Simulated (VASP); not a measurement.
# Eu2BeAs2 (P6/mmm) in VASP: notebook

Eu2BeAs2 is run at these levels: PBE; tasks: single point.

Program: VASP 6.6.1. These are calculated values, not measurements. Logs are shortened: lines on timing, memory, paths and dates and some standing lists are left out, and cuts for length are marked.

**1. The cell of the first run**

Symmetry: P6/mmm, No. 191, hexagonal system. Conventional cell: a = 4.191 Å, b = 4.191 Å, c = 7.396 Å, α = 90.00°, β = 90.00°, γ = 120.00°. Eu (site symmetry 6mm) has 1 Be at 2.06 Å within 2.7 Å. Within 2.7 Å of Be (site symmetry 6/mmm) lie 2 Eu at 2.06 Å. Within 3.2 Å of As (site symmetry -6m2) lie 3 As at 2.42 Å and 6 Eu at 2.92 Å.

The cell was generated, and may not be a known phase.

**2. Single point, PBE, collinear spin, antiferromagnetic start**

File INCAR:

```
SYSTEM = Eu2BeAs2
ALGO = Normal ; EDIFF = 1E-6
ENCUT = 520 ; GGA = PE
ISIF = 2 ; ISMEAR = 0
ISPIN = 2 ; LASPH = .TRUE.
LCHARG = .FALSE. ; LMAXMIX = 6
LORBIT = 11 ; LREAL = .FALSE.
LWAVE = .FALSE. ; MAGMOM = -7 7 0 0 0
NBANDS = 35 ; NELM = 150
PREC = Accurate ; SIGMA = 0.1
```

File KPOINTS:

```
k-points
0
G
  6 6 4
  0 0 0
```

File POSCAR:

```
Eu2BeAs2
1.0
    4.1907464300      0.0000000000      0.0000000000
   -2.0953732100      3.6292928700      0.0000000000
    0.0000000000      0.0000000000      7.3956461300
Eu Be As
2 1 2
Direct
    0.0000000000      0.0000000000      0.7788722400
    0.0000000000      0.0000000000      0.2211277600
    0.0000000000      0.0000000000      0.5000000000
    0.3333333300      0.6666666700      0.0000000000
    0.6666666700      0.3333333300      0.0000000000
```

Potentials or basis: VASP PAW PBE potentials, release 64 (Eu, Be, As).

The run is started by

```console
$ cat potpaw_PBE.64/Eu/POTCAR potpaw_PBE.64/Be/POTCAR potpaw_PBE.64/As/POTCAR > POTCAR
$ mpirun -np 1 vasp_std > vasp.out
```

OUTCAR:

```text
SYSTEM = Eu2BeAs2
   EDIFF = 1E-6
   ENCUT = 520
   GGA = PE
   ISIF = 2
   ISMEAR = 0
   ISPIN = 2
   LASPH = .TRUE.
   LORBIT = 11
   LREAL = .FALSE.
   NELM = 150
   PREC = Accurate

 ion  position               nearest neighbor table
   1  0.000  0.000  0.779-   3 2.06   4 2.92   5 2.92   4 2.92   5 2.92   5 2.92   4 2.92   2 3.27

   2  0.000  0.000  0.221-   3 2.06   4 2.92   5 2.92   4 2.92   5 2.92   5 2.92   4 2.92   1 3.27

   3  0.000  0.000  0.500-   1 2.06   2 2.06
   4  0.333  0.667  0.000-   5 2.42   5 2.42   5 2.42   1 2.92   2 2.92   2 2.92   1 2.92   2 2.92
                             1 2.92
   5  0.667  0.333  0.000-   4 2.42   4 2.42   4 2.42   1 2.92   2 2.92   1 2.92   2 2.92   1 2.92
                             2 2.92

  LATTYP: Found a hexagonal cell.
 ALAT       =     4.1907464300
 C/A-ratio  =     1.7647562919

  Lattice vectors:

 A1 = (   4.1907464300,   0.0000000000,   0.0000000000)
 A2 = (  -2.0953732100,   3.6292928700,   0.0000000000)
 A3 = (   0.0000000000,   0.0000000000,   7.3956461300)

Analysis of symmetry for initial positions (statically):
=====================================================================
 Subroutine PRICEL returns:
 Original cell was already a primitive cell.

 Routine SETGRP: Setting up the symmetry group for a
 hexagonal supercell.

 Subroutine GETGRP returns: Found 24 space group operations
 (whereof 24 operations were pure point group operations)
 out of a pool of 24 trial point group operations.

The static configuration has the point symmetry D_6h.

Analysis of symmetry for dynamics (positions and initial velocities):
=====================================================================
 Subroutine PRICEL returns:
 Original cell was already a primitive cell.

 Routine SETGRP: Setting up the symmetry group for a
 hexagonal supercell.

 Subroutine GETGRP returns: Found 24 space group operations
 (whereof 24 operations were pure point group operations)
 out of a pool of 24 trial point group operations.

The dynamic configuration has the point symmetry D_6h.

Analysis of structural, dynamic, and magnetic symmetry:
=====================================================================
 Subroutine PRICEL returns:
[... 139 lines left out ...]
   IVDW    =     0    specifies the selected vdW correction
   LEPSILON=     F    determine dielectric tensor
   LRPA    =     F    only Hartree local field effects (RPA)
 spin polarized calculation
 Gauss-broadening in eV      SIGMA  =   0.10
  energy-cutoff  :      520.00
  volume of cell :      112.48
 maximum number of plane-waves:      3048
 NGX is ok and might be reduce to    32
   NGX = 15   NGY = 15   NGZ = 27

 number of electron      46.0000003 magnetization       0.0000000

 number of electron      46.0000003 magnetization      -0.0000000

 Free energy of the ion-electron system (eV)
  ---------------------------------------------------
  ext. energy  EPLUGINS =         0.00000000
  ---------------------------------------------------
  free energy    TOTEN  =       -31.28095264 eV

  energy without entropy =      -31.26297908  energy(sigma->0) =      -31.27196586

 E-fermi :   3.6939     XC(G=0):  -9.8471

 val. band max:        3.6887117067   @ k =   0.1667   0.0000   0.2500
 cond. band min:       3.8483913520   @ k =   0.1667   0.0000   0.5000
 fundamental gap:      0.1596796453
 Fermi energy:         3.6939311276

 spin component 1

 k-point     1 :       0.0000    0.0000    0.0000
  band No.  band energies     occupation
      1     -37.4559      1.00000
      2     -34.3991      1.00000
      3     -16.9251      1.00000
      4     -16.1015      1.00000
      5     -16.1015      1.00000
      6     -14.6830      1.00000
[... 787 lines left out ...]
     34       8.3048      0.00000
     35       8.4993      0.00000
 Fermi energy:         3.6939311276

 spin component 2

 k-point     1 :       0.0000    0.0000    0.0000
  band No.  band energies     occupation
      1     -37.4559      1.00000
      2     -34.3991      1.00000
      3     -16.9251      1.00000
      4     -16.1015      1.00000
      5     -16.1015      1.00000
      6     -14.6830      1.00000
[... 787 lines left out ...]
     34       8.3045      0.00000
     35       8.4993      0.00000

------------------------ aborting loop because EDIFF is reached ----------------------------------------

  FORCE on cell =-STRESS in cart. coord.  units (eV):
  Direction    XX          YY          ZZ          XY          YZ          ZX
  --------------------------------------------------------------------------------------
  -------------------------------------------------------------------------------------
  Total       10.5074803     10.5074803     25.3513451      0.0000000      0.0000000      0.0000000
  in kB      149.6647910    149.6647910    361.0954931      0.0000002      0.0000000      0.0000000
  external PRESSURE =     220.1416917 kB  Pullay stress =       0.0000000 kB

 VOLUME and BASIS-vectors are now :
 -----------------------------------------------------------------------------
  energy-cutoff  :      520.00
  volume of cell :      112.48
      direct lattice vectors                 reciprocal lattice vectors
     4.190746430  0.000000000  0.000000000     0.238620975  0.137767884  0.000000000
    -2.095373210  3.629292870  0.000000000     0.000000000  0.275535768  0.000000000
     0.000000000  0.000000000  7.395646130     0.000000000  0.000000000  0.135214690

 POSITION                                       TOTAL-FORCE (eV/Angst)
 -----------------------------------------------------------------------------------
      0.00000      0.00000      5.76026         0.000000     -0.000000      2.600446
      0.00000      0.00000      1.63538         0.000000      0.000000     -2.600446
      0.00000      0.00000      3.69782         0.000000     -0.000000     -0.000000
     -0.00000      2.41953      0.00000         0.000000     -0.000000     -0.000000
      2.09537      1.20976      0.00000        -0.000000     -0.000000     -0.000000
 -----------------------------------------------------------------------------------
    total drift:                                0.000000     -0.000000      0.000000

  FREE ENERGIE OF THE ION-ELECTRON SYSTEM (eV)
  ---------------------------------------------------
  free  energy   TOTEN  =       -31.2809526411 eV

  energy  without entropy=      -31.2629790816  energy(sigma->0) =      -31.27196586

 total charge

# of ion       s       p       d       f       tot
--------------------------------------------------
    1        2.059   5.716   0.734   6.515  15.025
    2        2.059   5.716   0.734   6.515  15.025
    3        0.636   0.524   0.000   0.000   1.160
    4        1.258   1.583   0.101   0.000   2.941
    5        1.258   1.583   0.101   0.000   2.941
--------------------------------------------------
tot          7.270  15.122   1.669  13.031  37.092

 magnetization (x)

# of ion       s       p       d       f       tot
--------------------------------------------------
    1       -0.001   0.088  -0.230  -6.455  -6.598
    2        0.001  -0.088   0.230   6.455   6.598
    3        0.000   0.000   0.000   0.000   0.000
    4        0.000   0.000   0.000   0.000   0.000
    5        0.000   0.000   0.000   0.000   0.000
--------------------------------------------------
tot          0.000   0.000   0.000   0.000   0.000
```

OSZICAR:

```text
N       E                     dE             d eps       ncg     rms          rms(c)
DAV:   1     0.393463337161E+03    0.39346E+03   -0.15885E+04  3908   0.510E+03
DAV:   2     0.859599931229E+02   -0.30750E+03   -0.26373E+03  4064   0.490E+02
DAV:   3    -0.115589774834E+02   -0.97519E+02   -0.92498E+02  4563   0.235E+02
DAV:   4    -0.246317544981E+02   -0.13073E+02   -0.12781E+02  5600   0.799E+01
[... 21 lines left out ...]
DAV:  26    -0.312809550194E+02   -0.29129E-06   -0.12726E-05  4840   0.463E-02    0.160E-01
DAV:  27    -0.312809537615E+02    0.12579E-05   -0.27514E-06  3488   0.315E-02    0.136E-01
DAV:  28    -0.312809524565E+02    0.13050E-05   -0.53959E-06  3680   0.596E-02    0.585E-02
DAV:  29    -0.312809526411E+02   -0.18464E-06   -0.22479E-06  3253   0.248E-02
   1 F= -.31280953E+02 E0= -.31271966E+02  d E =-.179736E-01  mag=    -0.0000
```

stdout:

```text
POSCAR found type information on POSCAR EuBeAs
 POSCAR found :  3 types and       5 ions
 scaLAPACK will be used
 LDA part: xc-table for (Slater+PW92), standard interpolation
 POSCAR, INCAR and KPOINTS ok, starting setup
 FFT: planning ... GRIDC
 FFT: planning ... GRID_SOFT
 FFT: planning ... GRID
 WAVECAR not read
 entering main loop
```

Run time: 2.8 min. Hardware: 1 thread of Intel Xeon 6975P-C (Granite Rapids), shared host; peak memory 0.37 GiB.

Results:

```yaml
Free_energy: -31.2810 eV
Pressure: 22.0 GPa
Largest_force: 2.600 eV/Å
Band_gap_on_the_k_mesh: zero (filled and empty bands overlap)
Net_moment: 0.00 μB per cell
Site_moments: Eu -6.60, +6.60; Be +0.00; As +0.00 μB
Valence_electrons_inside_the_program's_atomic_spheres: Eu 15.03; Be 1.16; As 2.94
```

Forces in eV/Å, atoms in the order of the input:
```
Eu   0.000  0.000  2.600
Eu   0.000  0.000 -2.600
Be   0.000  0.000  0.000
As   0.000  0.000  0.000
As   0.000  0.000  0.000
```

Stress tensor (GPa, compression positive):
```
14.97  0.00  0.00
 0.00 14.97  0.00
 0.00  0.00 36.11
```

Caveat: the stress differs along the axes, from 15 to 36 GPa; the antiferromagnetic order is the one typed at the start, and another may lie lower; spin-orbit coupling is left out, which moves the levels of the heavy elements; semilocal functionals describe open f shells poorly, which spoils levels, moments and volumes; forces of over 1 eV/Å act on the atoms, so gaps and moduli don't describe the material at rest. The state reached can hang on the start; a lower one may exist.

**3. Single point, PBE, collinear spin, antiferromagnetic start**

This run uses another cell than the first one, of 35.08 Å³/atom.

File INCAR:

```
  ALGO = Normal
  EDIFF = 1E-6
  ENCUT = 520
  GGA = PE
  ISIF = 2
  ISMEAR = 0
  ISPIN = 2
  LASPH = True
  LCHARG = False
  LMAXMIX = 6
  LORBIT = 11
  LREAL = False
  LWAVE = False
  MAGMOM = -7 7 0 0 0
  NBANDS = 35
  NELM = 150
  PREC = Accurate
  SIGMA = 0.1
```

File KPOINTS:

```
k-points
0
Gamma
  6 6 4
```

File POSCAR:

```
Eu2BeAs2
1.0
    4.6591456367     -0.0000000032      0.0000000000
   -2.3295728155      4.0349384829      0.0000000000
    0.0000000000      0.0000000000      9.3291873804
Eu Be As
2 1 2
Direct
    0.0000000000      0.0000000000      0.8189050729
    0.0000000000      0.0000000000      0.1810955674
    0.0000000000      0.0000000000      0.4999979795
    0.3333333333      0.6666666667      0.0000006902
    0.6666666667      0.3333333333      0.0000006902
```

Potentials or basis: VASP PAW PBE potentials, release 64 (Eu, Be, As).

The run is started by

```console
$ cat potpaw_PBE.64/Eu/POTCAR potpaw_PBE.64/Be/POTCAR potpaw_PBE.64/As/POTCAR > POTCAR
$ mpirun -np 1 vasp_std > vasp.out
```

OUTCAR:

```text
EDIFF = 1E-6
   ENCUT = 520
   GGA = PE
   ISIF = 2
   ISMEAR = 0
   ISPIN = 2
   LASPH = True
   LORBIT = 11
   LREAL = False
   NELM = 150
   PREC = Accurate

 ion  position               nearest neighbor table
   1  0.000  0.000  0.819-   4 3.18   5 3.18   4 3.18   5 3.18   5 3.18   4 3.18   2 3.38
   2  0.000  0.000  0.181-   4 3.18   5 3.18   4 3.18   5 3.18   5 3.18   4 3.18   1 3.38
   3  0.000  0.000  0.500-
   4  0.333  0.667  0.000-   5 2.69   5 2.69   5 2.69   2 3.18   2 3.18   2 3.18   1 3.18   1 3.18
                             1 3.18
   5  0.667  0.333  0.000-   4 2.69   4 2.69   4 2.69   2 3.18   2 3.18   2 3.18   1 3.18   1 3.18
                             1 3.18

  LATTYP: Found a hexagonal cell.
 ALAT       =     4.6591456367
 C/A-ratio  =     2.0023386492

  Lattice vectors:

 A1 = (   4.6591456367,  -0.0000000032,   0.0000000000)
 A2 = (  -2.3295728155,   4.0349384829,   0.0000000000)
 A3 = (   0.0000000000,   0.0000000000,   9.3291873804)

Analysis of symmetry for initial positions (statically):
=====================================================================
 Subroutine PRICEL returns:
 Original cell was already a primitive cell.

 Routine SETGRP: Setting up the symmetry group for a
 hexagonal supercell.

 Subroutine GETGRP returns: Found 24 space group operations
 (whereof 24 operations were pure point group operations)
 out of a pool of 24 trial point group operations.

The static configuration has the point symmetry D_6h.

Analysis of symmetry for dynamics (positions and initial velocities):
=====================================================================
 Subroutine PRICEL returns:
 Original cell was already a primitive cell.

 Routine SETGRP: Setting up the symmetry group for a
 hexagonal supercell.

 Subroutine GETGRP returns: Found 24 space group operations
 (whereof 24 operations were pure point group operations)
 out of a pool of 24 trial point group operations.
[... 171 lines left out ...]
 Fermi energy:         1.8015268906

 spin component 1

 k-point     1 :       0.0000    0.0000    0.0000
  band No.  band energies     occupation
      1     -39.7123      1.00000
      2     -36.6237      1.00000
      3     -18.5984      1.00000
      4     -18.4748      1.00000
      5     -18.4748      1.00000
      6     -16.3443      1.00000
[... 787 lines left out ...]
     34       5.9675      0.00000
     35       5.9739      0.00000
 Fermi energy:         1.8015268906

 spin component 2

 k-point     1 :       0.0000    0.0000    0.0000
  band No.  band energies     occupation
      1     -39.7117      1.00000
      2     -36.6242      1.00000
      3     -18.5979      1.00000
      4     -18.4743      1.00000
      5     -18.4743      1.00000
      6     -16.3448      1.00000
[... 787 lines left out ...]
     34       5.9716      0.00000
     35       5.9958      0.00000

------------------------ aborting loop because EDIFF is reached ----------------------------------------

  FORCE on cell =-STRESS in cart. coord.  units (eV):
  Direction    XX          YY          ZZ          XY          YZ          ZX
  --------------------------------------------------------------------------------------
  -------------------------------------------------------------------------------------
  Total       -0.0088691     -0.0088691     -0.1618280     -0.0000000      0.0000000      0.0000000
  in kB       -0.0810219     -0.0810219     -1.4783494     -0.0000000      0.0000000      0.0000000
  external PRESSURE =      -0.5467978 kB  Pullay stress =       0.0000000 kB

 VOLUME and BASIS-vectors are now :
 -----------------------------------------------------------------------------
  energy-cutoff  :      520.00
  volume of cell :      175.38
      direct lattice vectors                 reciprocal lattice vectors
     4.659145637 -0.000000003  0.000000000     0.214631625  0.123917626  0.000000000
    -2.329572816  4.034938483  0.000000000     0.000000000  0.247835253  0.000000000
     0.000000000  0.000000000  9.329187380     0.000000000  0.000000000  0.107190472

 POSITION                                       TOTAL-FORCE (eV/Angst)
 -----------------------------------------------------------------------------------
      0.00000      0.00000      7.63972        -0.000000     -0.000000     -0.006806
      0.00000      0.00000      1.68947        -0.000000      0.000000      0.006806
      0.00000      0.00000      4.66457         0.000000     -0.000000     -0.000000
      0.00000      2.68996      0.00001         0.000000     -0.000000     -0.000000
      2.32957      1.34498      0.00001        -0.000000      0.000000     -0.000000
 -----------------------------------------------------------------------------------
    total drift:                               -0.000000     -0.000000     -0.019439

  FREE ENERGIE OF THE ION-ELECTRON SYSTEM (eV)
  ---------------------------------------------------
  free  energy   TOTEN  =       -35.1724773828 eV

  energy  without entropy=      -35.1456170666  energy(sigma->0) =      -35.15904722

 total charge

# of ion       s       p       d       f       tot
--------------------------------------------------
    1        2.043   5.722   0.375   6.630  14.771
    2        2.043   5.722   0.375   6.630  14.771
    3        0.563   0.176   0.000   0.000   0.738
    4        1.267   1.442   0.047   0.000   2.757
    5        1.267   1.442   0.047   0.000   2.757
--------------------------------------------------
tot          7.183  14.505   0.844  13.260  35.793

 magnetization (x)

# of ion       s       p       d       f       tot
--------------------------------------------------
    1        0.009   0.109  -0.104  -6.603  -6.590
    2       -0.009  -0.109   0.104   6.603   6.590
    3        0.000   0.000   0.000   0.000   0.000
    4        0.000   0.000   0.000   0.000   0.000
    5        0.000   0.000   0.000   0.000   0.000
--------------------------------------------------
tot          0.000   0.000   0.000   0.000   0.000
```

stdout:

```text
POSCAR found type information on POSCAR EuBeAs
 POSCAR found :  3 types and       5 ions
 scaLAPACK will be used
 LDA part: xc-table for (Slater+PW92), standard interpolation
 POSCAR, INCAR and KPOINTS ok, starting setup
 FFT: planning ... GRIDC
 FFT: planning ... GRID_SOFT
 FFT: planning ... GRID
 WAVECAR not read
 entering main loop
```

Wall time 4.3 min (1 thread of Intel Xeon 6975P-C (Granite Rapids), shared host); peak memory 0.5 GiB.

What came out:

| Quantity | Value |
| --- | --- |
| Free energy | -35.1725 eV |
| Pressure | -0.1 GPa |
| Largest force | 0.007 eV/Å |
| Band gap on the k mesh | zero (filled and empty bands overlap) |
| Net moment | 0.00 μB per cell |
| Site moments | Eu -6.59, +6.59; Be +0.00; As +0.00 μB |
| Valence electrons inside the program's atomic spheres | Eu 14.77; Be 0.74; As 2.76 |

Forces in eV/Å, atoms in the order of the input:
```
Eu   0.000  0.000 -0.007
Eu   0.000  0.000  0.007
Be   0.000  0.000  0.000
As   0.000  0.000  0.000
As   0.000  0.000  0.000
```

Levels at points of the mesh, in eV from the Fermi level:
Spin up:
```tsv
k point	band 19	band 20	band 21	band 22	band 23	band 24	band 25	band 26	band 27	band 28
(0.00, 0.00, 0.00)	-0.39	-0.36	-0.36	-0.31	-0.31	0.00	0.36	1.00	1.88	1.88
(0.50, 0.00, 0.00)	-0.43	-0.42	-0.39	-0.39	-0.33	0.61	1.71	1.75	1.77	1.92
(0.00, 0.00, 0.50)	-0.43	-0.39	-0.36	-0.36	-0.30	-0.30	0.39	1.00	1.86	1.86
(0.50, 0.00, 0.50)	-0.40	-0.39	-0.38	-0.37	-0.17	0.35	1.15	1.76	1.76	1.89
```
Spin down:
| k point | band 19 | band 20 | band 21 | band 22 | band 23 | band 24 | band 25 | band 26 | band 27 | band 28 |
| --- | --- | --- | --- | --- | --- | --- | --- | --- | --- | --- |
| (0.00, 0.00, 0.00) | -0.39 | -0.36 | -0.36 | -0.31 | -0.31 | 0.00 | 0.36 | 1.00 | 1.88 | 1.88 |
| (0.50, 0.00, 0.00) | -0.43 | -0.42 | -0.39 | -0.39 | -0.33 | 0.61 | 1.71 | 1.76 | 1.77 | 1.92 |
| (0.00, 0.00, 0.50) | -0.43 | -0.39 | -0.36 | -0.36 | -0.30 | -0.30 | 0.39 | 1.00 | 1.86 | 1.86 |
| (0.50, 0.00, 0.50) | -0.40 | -0.39 | -0.38 | -0.37 | -0.17 | 0.35 | 1.15 | 1.76 | 1.76 | 1.90 |

Caveat: the antiferromagnetic order is the one typed at the start, and another may lie lower; spin-orbit coupling is left out, which moves the levels of the heavy elements; semilocal functionals describe open f shells poorly, which spoils levels, moments and volumes.

The gap in the log of VASP goes by the Fermi energy; the results here count the filled bands.